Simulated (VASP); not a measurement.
# Sb (R-3m) in VASP: relaxation of cell and atoms with PBE

Aim: the relaxation of cell and atoms of Sb with PBE.

All numbers are computed with VASP 6.6.1; they aren't measurements. Logs are shortened: lines on timing, memory, paths and dates and some standing lists are left out, and cuts for length are marked.

## (1) The cell of the first run

It takes space group R-3m (No. 166, trigonal). The conventional cell has a = 4.391 Å, b = 4.391 Å, c = 5.401 Å, α = 90.00°, β = 90.00°, γ = 120.00°. Sb (site symmetry -3m) has 6 Sb at 3.11 Å within 4.1 Å.

## (2) Relaxation of cell and atoms, PBE

Contents of INCAR:

```
ALGO     = Normal         # electronic algorithm
EDIFF    = 1E-7           # SCF threshold, eV
EDIFFG   = -0.01          # ionic threshold
ENCUT    = 500            # plane-wave cutoff, eV
GGA      = PE             # functional
GGA_COMPAT= F            
IBRION   = 2              # ionic algorithm
ISIF     = 3              # what is computed and relaxed
ISMEAR   = 0              # smearing method
LASPH    = T              # aspherical terms in the spheres
LCHARG   = F              # write CHGCAR
LREAL    = F              # projectors in reciprocal space
LWAVE    = F              # write WAVECAR
NELM     = 120            # most SCF steps
NELMIN   = 4            
NSW      = 100            # ionic steps
PREC     = Accurate       # precision mode
SIGMA    = 0.1            # smearing width, eV
```

Contents of KPOINTS:

```
k-points
0
Gamma
  12 12 10
```

Contents of POSCAR:

```
Sb
1.0
    4.3906777844      0.0000000000      0.0000000000
   -2.1953388922      3.8024385011      0.0000000000
    0.0000000000      0.0000000000      5.4005339348
Sb
3
Direct
    0.6666666667      0.3333333333      0.6666706677
    0.3333333333      0.6666666667      0.3333293323
    0.0000000000      0.0000000000      0.0000000000
```

Potentials or basis: VASP PAW PBE potentials, release 64 (Sb).

Command:

```bash
$ cat potpaw_PBE.64/Sb/POTCAR > POTCAR
$ mpirun -np 1 vasp_std > vasp.out
```

OUTCAR:

```text
EDIFF = 1E-7
   EDIFFG = -0.01
   ENCUT = 500
   GGA = PE
   IBRION = 2
   ISIF = 3
   ISMEAR = 0
   LASPH = T
   LREAL = F
   NELM = 120
   NELMIN = 4
   NSW = 100
   PREC = Accurate

 ion  position               nearest neighbor table
   1  0.667  0.333  0.667-   3 3.11   3 3.11   3 3.11   2 3.11   2 3.11   2 3.11
   2  0.333  0.667  0.333-   3 3.11   3 3.11   3 3.11   1 3.11   1 3.11   1 3.11
   3  0.000  0.000  0.000-   1 3.11   2 3.11   1 3.11   2 3.11   1 3.11   2 3.11

  LATTYP: Found a hexagonal cell.
 ALAT       =     4.3906777844
 C/A-ratio  =     1.2300000592

  Lattice vectors:

 A1 = (   4.3906777844,   0.0000000000,   0.0000000000)
 A2 = (  -2.1953388922,   3.8024385011,   0.0000000000)
 A3 = (   0.0000000000,   0.0000000000,   5.4005339348)

Analysis of symmetry for initial positions (statically):
=====================================================================
 Subroutine PRICEL returns:
 Original cell was already a primitive cell.

 Routine SETGRP: Setting up the symmetry group for a
 hexagonal supercell.

 Subroutine GETGRP returns: Found 12 space group operations
 (whereof 12 operations were pure point group operations)
 out of a pool of 24 trial point group operations.

The static configuration has the point symmetry D_3d.

Analysis of symmetry for dynamics (positions and initial velocities):
=====================================================================
 Subroutine PRICEL returns:
 Original cell was already a primitive cell.

 Routine SETGRP: Setting up the symmetry group for a
 hexagonal supercell.

 Subroutine GETGRP returns: Found 12 space group operations
 (whereof 12 operations were pure point group operations)
 out of a pool of 24 trial point group operations.

The dynamic configuration has the point symmetry D_3d.

 Subroutine INISYM returns: Found 12 space group operations
 (whereof 12 operations are pure point group operations),
 and found     1 'primitive' translations

----------------------------------------------------------------------------------------

                                     Primitive cell

  volume of cell :      90.1634

  direct lattice vectors                    reciprocal lattice vectors
     4.390677784  0.000000000  0.000000000     0.227755269  0.131494566  0.000000000
    -2.195338892  3.802438501  0.000000000     0.000000000  0.262989132  0.000000000
     0.000000000  0.000000000  5.400533935     0.000000000  0.000000000  0.185166876

  length of vectors
     4.390677784  4.390677784  5.400533935     0.262989132  0.262989132  0.185166876

  position of ions in fractional coordinates (direct lattice)
     0.666666667  0.333333333  0.666670668
     0.333333333  0.666666667  0.333329332
     0.000000000  0.000000000  0.000000000

  ion indices of the primitive-cell ions
   primitive index   ion index
                 1           1
                 2           2
                 3           3

----------------------------------------------------------------------------------------

 KPOINTS: k-points

Automatic generation of k-mesh.
 Grid dimensions read from file:
 generate k-points for:   12   12   10

 Generating k-lattice:

  Cartesian coordinates                     Fractional coordinates (reciprocal lattice)
     0.018979606  0.010957880  0.000000000     0.083333333  0.000000000  0.000000000
     0.000000000  0.021915761  0.000000000     0.000000000  0.083333333  0.000000000
     0.000000000  0.000000000  0.018516688     0.000000000  0.000000000  0.100000000

  Length of vectors
     0.021915761  0.021915761  0.018516688

  Shift w.r.t. Gamma in fractional coordinates (k-lattice)
     0.000000000  0.000000000  0.000000000

 Subroutine IBZKPT returns following result:
 ===========================================

 Found    162 irreducible k-points:

 Following reciprocal coordinates:
            Coordinates               Weight
  0.000000  0.000000  0.000000      1.000000
  0.083333  0.000000  0.000000      6.000000
  0.166667  0.000000  0.000000      6.000000
  0.250000  0.000000  0.000000      6.000000
  0.333333  0.000000  0.000000      6.000000
  0.416667  0.000000  0.000000      6.000000
[... 16 lines left out ...]
  0.166667  0.000000  0.100000      6.000000
  0.000000  0.166667  0.100000      6.000000
 [... further k-points ...]
   k-points           NKPTS =    162   k-points in BZ     NKDIM =    162   number of bands    NBANDS=     11
   number of dos      NEDOS =    301   number of ions     NIONS =      3
   total plane-waves  NPLWV =  40960
   dimension x,y,z NGX =    32 NGY =   32 NGZ =   40
   dimension x,y,z NGXF=    64 NGYF=   64 NGZF=   80
   ions per type =               3
   NGX,Y,Z   is equivalent  to a cutoff of  12.12, 12.12, 12.31 a.u.
   NGXF,Y,Z  is equivalent  to a cutoff of  24.23, 24.23, 24.63 a.u.
 SYSTEM =  unknown system
   PREC   = accura    normal or accurate (medium, high low for compatibility)
   ISTART =      0    job   : 0-new  1-cont  2-samecut
   ICHARG =      2    charge: 1-file 2-atom 10-const
   ISPIN  =      1    spin polarized calculation?
   LNONCOLLINEAR =      F non collinear calculations
   LSORBIT =      F    spin-orbit coupling
   LASPH  =      T    aspherical Exc in radial PAW
   ENCUT  =  500.0 eV  36.75 Ry    6.06 a.u.   8.01  8.01  9.85*2*pi/ulx,y,z
   NELM   =    120;   NELMIN=  4; NELMDL= -5     # of ELM steps
   EDIFF  = 0.1E-06   stopping-criterion for ELM
   LREAL  =      F    real-space projection
   EDIFFG = -.1E-01   stopping-criterion for IOM
   NSW    =    100    number of steps for IOM
   IBRION =      2    ionic relax: 0-MD 1-quasi-New 2-CG
   NFREE  =      1    steps in history (QN), initial steepest desc. (CG)
   ISIF   =      3    stress and relaxation
   ISYM   =      2    0-nonsym 1-usesym 2-fastsym
   POTIM  = 0.5000    time-step for ionic-motion
   TEBEG  =    0.0;   TEEND  =   0.0 temperature during run
   PSTRESS=    0.0 pullay stress
   NELECT =      15.0000    total number of electrons
   NUPDOWN=      -1.0000    fix difference up-down
   EMIN   =  10.00;   EMAX   =-10.00  energy-range for DOS
   EFERMI =   0.00;   METHOD = LEGACY
   ISMEAR =     0;   SIGMA  =   0.10  broadening in eV -4-tet -1-fermi 0-gaus
   EFERMI_NEDOS =   21; number of points for ismear=-14 and -15
   IALGO  =     38    algorithm
   IMIX   =      4    mixing-type and parameters
     AMIX     =   0.40;   BMIX     =  1.00
     AMIX_MAG =   1.60;   BMIX_MAG =  1.00
  volume/ion in A,a.u.               =      30.05       202.82
  Fermi-wavevector in a.u.,A,eV,Ry     =   0.900385  1.701482 11.030159  0.810694
  Thomas-Fermi vector in A             =   2.023336
   LORBIT       =      0    0 simple, 1 ext, 2 COOP (PROOUT), +10 PAW based schemes
   GGA     = PE    functional components
   LHFCALC =     F    Hartree Fock is set to
   AEXX    =    0.0000 exact exchange contribution
   IVDW    =     0    specifies the selected vdW correction
   LEPSILON=     F    determine dielectric tensor
   LRPA    =     F    only Hartree local field effects (RPA)
 conjugate gradient relaxation of ions
 non-spin polarized calculation
 Gauss-broadening in eV      SIGMA  =   0.10
  energy-cutoff  :      500.00
  volume of cell :       90.16
 maximum number of plane-waves:      2319
   NGX = 17   NGY = 17   NGZ = 19

--------------------------------------- Ionic step        1  -------------------------------------------

 number of electron      14.9999999 magnetization

 Free energy of the ion-electron system (eV)
  ---------------------------------------------------
  ext. energy  EPLUGINS =         0.00000000
  ---------------------------------------------------
  free energy    TOTEN  =       -12.28067235 eV

  energy without entropy =      -12.27195970  energy(sigma->0) =      -12.27631603

------------------------ aborting loop because EDIFF is reached ----------------------------------------

  FORCE on cell =-STRESS in cart. coord.  units (eV):
  Direction    XX          YY          ZZ          XY          YZ          ZX
  --------------------------------------------------------------------------------------
  -------------------------------------------------------------------------------------
  Total       -0.0351958     -0.0351958     -0.0615380      0.0000000     -0.0000000      0.0000000
  in kB       -0.6254188     -0.6254188     -1.0935116      0.0000000     -0.0000000      0.0000000
  external PRESSURE =      -0.7814497 kB  Pullay stress =       0.0000000 kB

 VOLUME and BASIS-vectors are now :
 -----------------------------------------------------------------------------
  energy-cutoff  :      500.00
  volume of cell :       90.16
      direct lattice vectors                 reciprocal lattice vectors
     4.390677784  0.000000000  0.000000000     0.227755269  0.131494566  0.000000000
    -2.195338892  3.802438501  0.000000000     0.000000000  0.262989132  0.000000000
     0.000000000  0.000000000  5.400533935     0.000000000  0.000000000  0.185166876

 POSITION                                       TOTAL-FORCE (eV/Angst)
 -----------------------------------------------------------------------------------
      2.19534      1.26748      3.60038         0.000000     -0.000000     -0.000155
     -0.00000      2.53496      1.80016         0.000000      0.000000      0.000155
      0.00000      0.00000      0.00000        -0.000000      0.000000     -0.000000
 -----------------------------------------------------------------------------------
    total drift:                               -0.000000     -0.000000     -0.000000

  FREE ENERGIE OF THE ION-ELECTRON SYSTEM (eV)
  ---------------------------------------------------
  free  energy   TOTEN  =       -12.2806723466 eV

  energy  without entropy=      -12.2719597039  energy(sigma->0) =      -12.27631603

--------------------------------------- Ionic step        2  -------------------------------------------

 number of electron      14.9999999 magnetization

 Free energy of the ion-electron system (eV)
  ---------------------------------------------------
  ext. energy  EPLUGINS =         0.00000000
  ---------------------------------------------------
  free energy    TOTEN  =       -12.28070764 eV

  energy without entropy =      -12.27203045  energy(sigma->0) =      -12.27636904

 E-fermi :   7.0431     XC(G=0):  -9.6015

 val. band max:        7.0357460440   @ k =   0.2500   0.0000   0.3000
 cond. band min:       7.0444679431   @ k =   0.0000   0.3333   0.4000
 fundamental gap:      0.0087218992
 Fermi energy:         7.0430895678

 k-point     1 :       0.0000    0.0000    0.0000
  band No.  band energies     occupation
      1      -5.2779      2.00000
      2      -0.7822      2.00000
      3      -0.7821      2.00000
      4       5.8484      2.00000
      5       5.8484      2.00000
      6       5.8485      2.00000
      7       5.8485      2.00000
      8       6.7551      1.99995
      9       6.7552      1.99995
     10      10.3148      0.00000
     11      10.3159      0.00000
[... 309 lines left out ...]
 k-point    24 :       0.0000    0.1667    0.1000
  band No.  band energies     occupation
      1      -4.9646      2.00000
      2      -1.4300      2.00000
      3      -0.1872      2.00000
      4       3.9335      2.00000
      5       4.7785      2.00000
      6       5.1722      2.00000
      7       6.7566      1.99995
      8       7.6248      0.00000
      9       7.6504      0.00000
     10       9.7231      0.00000
     11      10.4873      0.00000

 [... further k-points ...]

------------------------ aborting loop because EDIFF is reached ----------------------------------------

  FORCE on cell =-STRESS in cart. coord.  units (eV):
  Direction    XX          YY          ZZ          XY          YZ          ZX
  --------------------------------------------------------------------------------------
  -------------------------------------------------------------------------------------
  Total        0.0274926      0.0274926      0.0064020      0.0000000      0.0000000      0.0000000
  in kB        0.4895734      0.4895734      0.1140039      0.0000000      0.0000000      0.0000000
  external PRESSURE =       0.3643835 kB  Pullay stress =       0.0000000 kB

 VOLUME and BASIS-vectors are now :
 -----------------------------------------------------------------------------
  energy-cutoff  :      500.00
  volume of cell :       89.97
      direct lattice vectors                 reciprocal lattice vectors
     4.388192751 -0.000000000  0.000000000     0.227884247  0.131569031  0.000000000
    -2.194096375  3.800286399 -0.000000000     0.000000000  0.263138063  0.000000000
     0.000000000 -0.000000000  5.395189646     0.000000000  0.000000000  0.185350296

 POSITION                                       TOTAL-FORCE (eV/Angst)
 -----------------------------------------------------------------------------------
      2.19410      1.26676      3.59681        -0.000000      0.000000     -0.000097
     -0.00000      2.53352      1.79838         0.000000     -0.000000      0.000097
      4.38819     -0.00000      5.39519        -0.000000     -0.000000      0.000000
 -----------------------------------------------------------------------------------
    total drift:                                0.000000     -0.000000     -0.000000

  FREE ENERGIE OF THE ION-ELECTRON SYSTEM (eV)
  ---------------------------------------------------
  free  energy   TOTEN  =       -12.2807076352 eV

  energy  without entropy=      -12.2720304537  energy(sigma->0) =      -12.27636904

 reached required accuracy - stopping structural energy minimisation
```

Wall time 2.3 min (1 thread of Oxide Virtual Turin-like, shared host); peak memory 0.26 GiB.

What came out:

```yaml
Free_energy: -12.2807 eV
Relaxed_volume: 29.99 Å³/atom
Relaxed_cell: a = 4.388 Å, b = 4.388 Å, c = 5.395 Å, α = 90.00°, β = 90.00°, γ = 120.00°
Space_group_after_relaxing_to_0.1_Å: Pm-3m (No. 221)
Energy_gained_by_relaxing: 0.0 meV/atom
Ionic_steps: 2
Pressure_after_relaxing: 0.0 GPa
Band_gap_on_the_k_mesh: zero (an odd number of electrons rules out a gap without spin polarisation)
```

Final structure:
```yaml
crystal:
  lattice:
    - [4.38819, 0.00000, 0.00000]
    - [-2.19410, 3.80029, 0.00000]
    - [0.00000, 0.00000, 5.39519]
  atoms:
    - { symbol: Sb, position: [0.66667, 0.33333, 0.66667] }
    - { symbol: Sb, position: [0.33333, 0.66667, 0.33333] }
    - { symbol: Sb, position: [0.00000, 0.00000, 0.00000] }
```

Caveat: spin-orbit coupling is left out, which moves the levels of the heavy elements; an odd number of electrons without spin polarisation forces a metal; a magnetic or distorted state may lie lower.
